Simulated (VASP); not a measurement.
# Sr: single point with LDA

The system is Sr.

```
Sr
1.0
     4.00687    0.00000    0.00000
    -2.00343    3.55283    0.00000
     0.00000    0.00000    6.71543
Sr
2
Direct
  0.33333 0.66667 0.25000
  0.66667 0.33333 0.75000
```

* Program: VASP 6.6.1
* Task: single point
* Functional: LDA
* Potentials or basis: VASP PAW LDA potentials, release 64 (Sr_sv)
* Cutoff: 520 eV
* k mesh: 12 × 12 × 8
* Occupations: gaussian, width 0.15 eV
* Spin: no spin polarisation

| Item | Value |
| --- | --- |
| Pressure | 0.3 GPa |
| Largest force | 0.024 eV/Å |
| Band gap on the k mesh | zero (bands 10 and 11 overlap by 0.22 eV) |

Forces in eV/Å, atoms in the order of the input:
```
Sr   0.000  0.024  0.000
Sr   0.000 -0.024  0.000
```

Stress tensor (GPa, compression positive):
```
0.60 0.00 0.00
0.00 0.09 0.00
0.00 0.00 0.12
```

Levels at points of the mesh, in eV from the Fermi level:
```csv
k point,band 7,band 8,band 9,band 10,band 11,band 12,band 13,band 14
"(0.00, 0.00, 0.00)",-18.13,-18.12,-3.86,-1.29,0.29,2.25,2.28,2.52
"(0.50, 0.00, 0.00)",-18.20,-18.18,-1.11,-0.47,-0.07,0.26,1.44,2.08
"(0.00, 0.50, 0.00)",-18.20,-18.17,-1.18,-0.53,-0.08,0.23,1.39,1.98
"(0.00, 0.00, 0.50)",-18.14,-18.14,-2.81,-2.81,1.25,1.25,2.27,2.27
"(0.50, 0.00, 0.50)",-18.21,-18.21,-0.91,-0.91,0.45,0.45,1.39,1.39
"(0.00, 0.50, 0.50)",-18.20,-18.20,-0.96,-0.96,0.39,0.39,1.34,1.34
```

Run time: 5.4 min on 1 thread of Intel(R) Xeon(R) Platinum 8259CL CPU @ 2.50GHz (Skylake/Cascade Lake), on a shared host, peak memory 0.39 GiB.
